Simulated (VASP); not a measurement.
# GdO (Pm-3m) in VASP: further runs

The runs below take GdO through single point, with PBE.

All numbers are computed with VASP 6.6.1; they aren't measurements. Logs are shortened: lines on timing, memory, paths and dates and some standing lists are left out, and cuts for length are marked.

### 1 The cell of the first run

The structure is cubic, space group Pm-3m (No. 221). The conventional cell has a = 2.802 Å, b = 2.802 Å, c = 2.802 Å, α = 90.00°, β = 90.00°, γ = 90.00°. Gd (site symmetry m-3m) has 8 O at 2.43 Å and 6 Gd at 2.80 Å within 3.2 Å. Within 3.2 Å of O (site symmetry m-3m) lie 8 Gd at 2.43 Å and 6 O at 2.80 Å.

### 2 Single point, PBE, collinear spin, ferromagnetic start

INCAR reads:

```
SYSTEM = GdO
PREC = Accurate
ENCUT = 520
EDIFF = 1E-6
ISMEAR = 0
SIGMA = 0.02
LREAL = .FALSE.
LASPH = .TRUE.
NELM = 150
ALGO = Normal
ISIF = 2
LWAVE = .FALSE.
LCHARG = .FALSE.
ISPIN = 2
MAGMOM = 7 0
LORBIT = 11
LMAXMIX = 6
GGA = PE
NBANDS = 23
```

KPOINTS reads:

```
Automatic mesh
0
G
  9 9 9
  0 0 0
```

POSCAR reads:

```
GdO
1.0
    2.8018137600      0.0000000000      0.0000000000
    0.0000000000      2.8018137600      0.0000000000
    0.0000000000      0.0000000000      2.8018137600
Gd O
1 1
Direct
    0.0000000000      0.0000000000      0.0000000000
    0.5000000000      0.5000000000      0.5000000000
```

Potentials or basis: VASP PAW PBE potentials, release 64 (Gd, O).

Run with:

```
> cat potpaw_PBE.64/Gd/POTCAR potpaw_PBE.64/O/POTCAR > POTCAR
> mpirun -np 1 vasp_std > vasp.out
```

OUTCAR:

```text
SYSTEM = GdO
   PREC = Accurate
   ENCUT = 520
   EDIFF = 1E-6
   ISMEAR = 0
   LREAL = .FALSE.
   LASPH = .TRUE.
   NELM = 150
   ISIF = 2
   ISPIN = 2
   LORBIT = 11
   GGA = PE

 ion  position               nearest neighbor table
   1  0.000  0.000  0.000-   2 2.43   2 2.43   2 2.43   2 2.43   2 2.43   2 2.43   2 2.43   2 2.43

   2  0.500  0.500  0.500-   1 2.43   1 2.43   1 2.43   1 2.43   1 2.43   1 2.43   1 2.43   1 2.43

  LATTYP: Found a simple cubic cell.
 ALAT       =     2.8018137600

  Lattice vectors:

 A1 = (   2.8018137600,   0.0000000000,   0.0000000000)
 A2 = (   0.0000000000,   2.8018137600,   0.0000000000)
 A3 = (   0.0000000000,   0.0000000000,   2.8018137600)

Analysis of symmetry for initial positions (statically):
=====================================================================
 Subroutine PRICEL returns:
 Original cell was already a primitive cell.

 Routine SETGRP: Setting up the symmetry group for a
 simple cubic supercell.

 Subroutine GETGRP returns: Found 48 space group operations
 (whereof 48 operations were pure point group operations)
 out of a pool of 48 trial point group operations.

The static configuration has the point symmetry O_h .

Analysis of symmetry for dynamics (positions and initial velocities):
=====================================================================
 Subroutine PRICEL returns:
 Original cell was already a primitive cell.

 Routine SETGRP: Setting up the symmetry group for a
 simple cubic supercell.

 Subroutine GETGRP returns: Found 48 space group operations
 (whereof 48 operations were pure point group operations)
 out of a pool of 48 trial point group operations.

The dynamic configuration has the point symmetry O_h .

Analysis of structural, dynamic, and magnetic symmetry:
=====================================================================
 Subroutine PRICEL returns:
 Original cell was already a primitive cell.

 Routine SETGRP: Setting up the symmetry group for a
 simple cubic supercell.

 Subroutine GETGRP returns: Found 48 space group operations
 (whereof 48 operations were pure point group operations)
 out of a pool of 48 trial point group operations.

The overall configuration has the point symmetry O_h .

 Subroutine INISYM returns: Found 48 space group operations
 (whereof 48 operations are pure point group operations),
 and found     1 'primitive' translations

----------------------------------------------------------------------------------------

                                     Primitive cell

  volume of cell :      21.9947

  direct lattice vectors                    reciprocal lattice vectors
     2.801813760  0.000000000  0.000000000     0.356911660  0.000000000  0.000000000
     0.000000000  2.801813760  0.000000000     0.000000000  0.356911660  0.000000000
     0.000000000  0.000000000  2.801813760     0.000000000  0.000000000  0.356911660

  length of vectors
     2.801813760  2.801813760  2.801813760     0.356911660  0.356911660  0.356911660

  position of ions in fractional coordinates (direct lattice)
     0.000000000  0.000000000  0.000000000
     0.500000000  0.500000000  0.500000000

  ion indices of the primitive-cell ions
   primitive index   ion index
                 1           1
                 2           2

----------------------------------------------------------------------------------------

 KPOINTS: Automatic mesh

Automatic generation of k-mesh.
 Grid dimensions read from file:
 generate k-points for:    9    9    9

 Generating k-lattice:

  Cartesian coordinates                     Fractional coordinates (reciprocal lattice)
     0.039656851  0.000000000  0.000000000     0.111111111  0.000000000  0.000000000
     0.000000000  0.039656851  0.000000000     0.000000000  0.111111111  0.000000000
     0.000000000  0.000000000  0.039656851     0.000000000  0.000000000  0.111111111

  Length of vectors
     0.039656851  0.039656851  0.039656851

  Shift w.r.t. Gamma in fractional coordinates (k-lattice)
     0.000000000  0.000000000  0.000000000

 Subroutine IBZKPT returns following result:
 ===========================================

 Found     35 irreducible k-points:

 Following reciprocal coordinates:
            Coordinates               Weight
  0.000000  0.000000  0.000000      1.000000
  0.111111  0.000000  0.000000      6.000000
  0.222222  0.000000  0.000000      6.000000
  0.333333  0.000000  0.000000      6.000000
  0.444444  0.000000  0.000000      6.000000
  0.111111  0.111111  0.000000     12.000000
[... 16 lines left out ...]
  0.333333  0.333333  0.111111     24.000000
  0.444444  0.333333  0.111111     48.000000
 [... further k-points ...]
   k-points           NKPTS =     35   k-points in BZ     NKDIM =     35   number of bands    NBANDS=     23
   number of dos      NEDOS =    301   number of ions     NIONS =      2
   total plane-waves  NPLWV =  13824
   dimension x,y,z NGX =    24 NGY =   24 NGZ =   24
   dimension x,y,z NGXF=    48 NGYF=   48 NGZF=   48
   ions per type =               1   1
   NGX,Y,Z   is equivalent  to a cutoff of  14.24, 14.24, 14.24 a.u.
   NGXF,Y,Z  is equivalent  to a cutoff of  28.48, 28.48, 28.48 a.u.
 SYSTEM =  GdO
   PREC   = accura    normal or accurate (medium, high low for compatibility)
   ISTART =      0    job   : 0-new  1-cont  2-samecut
   ICHARG =      2    charge: 1-file 2-atom 10-const
   ISPIN  =      2    spin polarized calculation?
   LNONCOLLINEAR =      F non collinear calculations
   LSORBIT =      F    spin-orbit coupling
   LASPH  =      T    aspherical Exc in radial PAW
   ENCUT  =  520.0 eV  38.22 Ry    6.18 a.u.   5.21  5.21  5.21*2*pi/ulx,y,z
   NELM   =    150;   NELMIN=  2; NELMDL= -5     # of ELM steps
   EDIFF  = 0.1E-05   stopping-criterion for ELM
   LREAL  =      F    real-space projection
   EDIFFG = 0.1E-04   stopping-criterion for IOM
   NSW    =      0    number of steps for IOM
   IBRION =     -1    ionic relax: 0-MD 1-quasi-New 2-CG
   NFREE  =      0    steps in history (QN), initial steepest desc. (CG)
   ISIF   =      2    stress and relaxation
   ISYM   =      2    0-nonsym 1-usesym 2-fastsym
   POTIM  = 0.5000    time-step for ionic-motion
   TEBEG  =    0.0;   TEEND  =   0.0 temperature during run
   PSTRESS=    0.0 pullay stress
   NELECT =      24.0000    total number of electrons
   NUPDOWN=      -1.0000    fix difference up-down
   EMIN   =  10.00;   EMAX   =-10.00  energy-range for DOS
   EFERMI =   0.00;   METHOD = LEGACY
   ISMEAR =     0;   SIGMA  =   0.02  broadening in eV -4-tet -1-fermi 0-gaus
   EFERMI_NEDOS =   21; number of points for ismear=-14 and -15
   IALGO  =     38    algorithm
   IMIX   =      4    mixing-type and parameters
     AMIX     =   0.40;   BMIX     =  1.00
     AMIX_MAG =   1.60;   BMIX_MAG =  1.00
  volume/ion in A,a.u.               =      11.00        74.21
  Fermi-wavevector in a.u.,A,eV,Ry     =   1.685412  3.184966 38.648877  2.840612
  Thomas-Fermi vector in A             =   2.768260
   LORBIT       =     11    0 simple, 1 ext, 2 COOP (PROOUT), +10 PAW based schemes
   GGA     = PE    functional components
   LHFCALC =     F    Hartree Fock is set to
   AEXX    =    0.0000 exact exchange contribution
   IVDW    =     0    specifies the selected vdW correction
   LEPSILON=     F    determine dielectric tensor
   LRPA    =     F    only Hartree local field effects (RPA)
 spin polarized calculation
 Gauss-broadening in eV      SIGMA  =   0.02
  energy-cutoff  :      520.00
  volume of cell :       21.99
 maximum number of plane-waves:       619
 NGX is ok and might be reduce to    24
   NGX = 11   NGY = 11   NGZ = 11

 number of electron      24.0000000 magnetization       6.9572756

 Free energy of the ion-electron system (eV)
  ---------------------------------------------------
  ext. energy  EPLUGINS =         0.00000000
  ---------------------------------------------------
  free energy    TOTEN  =       -20.34329486 eV

  energy without entropy =      -20.34315462  energy(sigma->0) =      -20.34322474

 E-fermi :   8.7077     XC(G=0): -13.5949

 val. band max:        8.6868002282   @ k =   0.3333   0.2222   0.1111
 cond. band min:       8.7365141745   @ k =   0.2222   0.2222   0.0000
 fundamental gap:      0.0497139463
 Fermi energy:         8.7077444629

 spin component 1

 k-point     1 :       0.0000    0.0000    0.0000
  band No.  band energies     occupation
      1     -37.2516      1.00000
      2     -13.3141      1.00000
      3     -13.3141      1.00000
      4     -13.3141      1.00000
      5     -12.6094      1.00000
      6       3.2560      1.00000
[... 15 lines left out ...]
     22      27.1053      0.00000
     23      27.1053      0.00000
[... 575 lines left out ...]
      1     -36.5183      1.00000
      2     -16.3115      1.00000
      3     -15.2811      1.00000
      4     -13.0482      1.00000
      5     -11.4629      1.00000
      6       1.4411      1.00000
[... 15 lines left out ...]
     22      24.2462      0.00000
     23      25.7676      0.00000

 [... further k-points ...]

 spin component 2

 k-point     1 :       0.0000    0.0000    0.0000
  band No.  band energies     occupation
      1     -34.3137      1.00000
      2     -12.4665      1.00000
      3     -11.0879      1.00000
      4     -11.0879      1.00000
      5     -11.0879      1.00000
      6       4.0403      1.00000
[... 15 lines left out ...]
     22      27.4959      0.00000
     23      27.4959      0.00000
[... 575 lines left out ...]
      1     -33.4476      1.00000
      2     -14.7622      1.00000
      3     -13.3176      1.00000
      4     -11.0261      1.00000
      5     -10.7193      1.00000
      6       1.8407      1.00000
[... 15 lines left out ...]
     22      25.3096      0.00000
     23      26.6492      0.00000

 [... further k-points ...]

------------------------ aborting loop because EDIFF is reached ----------------------------------------

  FORCE on cell =-STRESS in cart. coord.  units (eV):
  Direction    XX          YY          ZZ          XY          YZ          ZX
  --------------------------------------------------------------------------------------
  -------------------------------------------------------------------------------------
  Total        6.7148801      6.7148801      6.7148801      0.0000000      0.0000000      0.0000000
  in kB      489.1376050    489.1376050    489.1376050      0.0000000      0.0000000      0.0000000
  external PRESSURE =     489.1376050 kB  Pullay stress =       0.0000000 kB

 VOLUME and BASIS-vectors are now :
 -----------------------------------------------------------------------------
  energy-cutoff  :      520.00
  volume of cell :       21.99
      direct lattice vectors                 reciprocal lattice vectors
     2.801813760  0.000000000  0.000000000     0.356911660  0.000000000  0.000000000
     0.000000000  2.801813760  0.000000000     0.000000000  0.356911660  0.000000000
     0.000000000  0.000000000  2.801813760     0.000000000  0.000000000  0.356911660

 POSITION                                       TOTAL-FORCE (eV/Angst)
 -----------------------------------------------------------------------------------
      0.00000      0.00000      0.00000         0.000000      0.000000      0.000000
      1.40091      1.40091      1.40091         0.000000      0.000000      0.000000
 -----------------------------------------------------------------------------------
    total drift:                                0.000000      0.000000     -0.000000

  FREE ENERGIE OF THE ION-ELECTRON SYSTEM (eV)
  ---------------------------------------------------
  free  energy   TOTEN  =       -20.3432948634 eV

  energy  without entropy=      -20.3431546222  energy(sigma->0) =      -20.34322474

 total charge

# of ion       s       p       d       f       tot
--------------------------------------------------
    1        2.027   5.625   0.865   7.147  15.665
    2        1.557   3.514   0.000   0.000   5.071
--------------------------------------------------
tot          3.584   9.139   0.865   7.147  20.736

 magnetization (x)

# of ion       s       p       d       f       tot
--------------------------------------------------
    1        0.001  -0.070   0.121   6.646   6.697
    2        0.001   0.006   0.000   0.000   0.007
--------------------------------------------------
tot          0.002  -0.064   0.121   6.646   6.705
```

It took 1.8 min on 1 thread of Intel Xeon 8259CL, shared host; peak memory 0.18 GiB.

Results:

```yaml
Free_energy: -20.3433 eV
Pressure: 48.9 GPa
Net_moment: 6.96 μB per cell
Site_moments: Gd +6.70; O +0.01 μB
Valence_electrons_inside_the_program's_atomic_spheres: Gd 15.66; O 5.07
```

Caveat: the cell stands under pressure; spin-orbit coupling is left out, which moves the levels of the heavy elements; a cell with one magnetic atom can't hold antiferromagnetic order, which such compounds often take; semilocal functionals describe open f shells poorly, which spoils levels, moments and volumes. The state reached can hang on the start; a lower one may exist.

### 3 Single point, PBE, collinear spin, ferromagnetic start

INCAR reads:

```
SYSTEM = GdO
PREC     = Accurate       ! precision mode
ENCUT    = 520            ! plane-wave cutoff, eV
EDIFF    = 1E-6           ! SCF threshold, eV
ISMEAR   = 0              ! smearing method
SIGMA    = 0.020999999999999998 ! smearing width, eV
LREAL    = .False.        ! projectors in reciprocal space
LASPH    = .True.         ! aspherical terms in the spheres
NELM     = 150            ! most SCF steps
ALGO     = Normal         ! electronic algorithm
ISIF     = 2              ! what is computed and relaxed
LWAVE    = .False.        ! write WAVECAR
LCHARG   = .False.        ! write CHGCAR
ISPIN    = 2              ! spin polarisation
MAGMOM   = 7 0            ! initial moments
LORBIT   = 11             ! projections on sites
LMAXMIX  = 6              ! l up to which the mixer works
GGA      = PE             ! functional
NBANDS   = 23             ! bands
```

KPOINTS reads:

```
Automatic mesh
0
Gamma
  9 9 9
  0 0 0
```

POSCAR is that of step 2.

Potentials or basis: VASP PAW PBE potentials, release 64 (Gd, O).

Run with:

```
> cat potpaw_PBE.64/Gd/POTCAR potpaw_PBE.64/O/POTCAR > POTCAR
> mpirun -np 1 vasp_std > vasp.out
```

Run time: 96 s. Hardware: 1 thread of Intel Xeon 8259CL, shared host; peak memory 0.18 GiB.

It converged, with:

```
Free energy                                           : -20.3433 eV
Pressure                                              : 48.9 GPa
Net moment                                            : 6.96 μB per cell
Site moments                                          : Gd +6.70; O +0.01 μB
Valence electrons inside the program's atomic spheres : Gd 15.66; O 5.07
```

Levels at points of the mesh, in eV from the Fermi level:
Spin up:
| k point | band 14 | band 15 | band 16 | band 17 | band 18 | band 19 |
| --- | --- | --- | --- | --- | --- | --- |
| (0.00, 0.00, 0.00) | -3.44 | -3.44 | -3.36 | -3.36 | 2.82 | 7.62 |
Spin down:
| k point | band 4 | band 5 | band 6 | band 7 | band 8 | band 9 | band 10 | band 11 | band 12 | band 13 |
| --- | --- | --- | --- | --- | --- | --- | --- | --- | --- | --- |
| (0.00, 0.00, 0.00) | -19.80 | -19.80 | -4.67 | -4.67 | -4.67 | -2.45 | -2.45 | 0.47 | 0.47 | 0.47 |

Caveat: the cell stands under pressure; spin-orbit coupling is left out, which moves the levels of the heavy elements; a cell with one magnetic atom can't hold antiferromagnetic order, which such compounds often take; semilocal functionals describe open f shells poorly, which spoils levels, moments and volumes. The state reached can hang on the start; a lower one may exist.

### 4 Single point, PBE, collinear spin, ferromagnetic start

INCAR reads:

```
  ALGO = Normal
  EDIFF = 1E-7
  ENCUT = 520
  GGA = PE
  ISIF = 2
  ISMEAR = 0
  ISPIN = 2
  LASPH = T
  LCHARG = T
  LELF = T
  LMAXMIX = 6
  LORBIT = 11
  LREAL = F
  LVHAR = T
  LWAVE = F
  MAGMOM = 7 0
  NBANDS = 23
  NELM = 150
  PREC = Accurate
  SIGMA = 0.022
```

KPOINTS reads:

```
k-points
0
Gamma
  9 9 9
```

POSCAR is that of step 3.

Run with:

```
> cat potpaw_PBE.64/Gd/POTCAR potpaw_PBE.64/O/POTCAR > POTCAR
> mpirun -np 1 vasp_std > vasp.out
```

Run time: 2.1 min. Hardware: 1 thread of Intel Xeon 8259CL, shared host; peak memory 0.18 GiB.

The run converged. Its results:

| Quantity | Value |
| --- | --- |
| Free energy | -20.3433 eV |
| Pressure | 48.4 GPa |
| Net moment | 6.95 μB per cell |
| Site moments | Gd +6.70; O +0.01 μB |
| Valence electrons inside the program's atomic spheres | Gd 15.66; O 5.07 |

Levels at points of the mesh, in eV from the Fermi level:
Spin up:
```tsv
k point	band 13	band 14	band 15	band 16	band 17	band 18	band 19	band 20
(0.00, 0.00, 0.00)	-3.44	-3.44	-3.44	-3.36	-3.36	2.81	7.61	7.61
```
Spin down:
```
           k point  band 5  band 6  band 7  band 8  band 9  band 10  band 11  band 12
(0.00, 0.00, 0.00)  -19.80   -4.67   -4.67   -4.67   -2.45    -2.45     0.47     0.47
```

Caveat: the cell stands under pressure; spin-orbit coupling is left out, which moves the levels of the heavy elements; a cell with one magnetic atom can't hold antiferromagnetic order, which such compounds often take; semilocal functionals describe open f shells poorly, which spoils levels, moments and volumes.

[end of part 1 of 2]
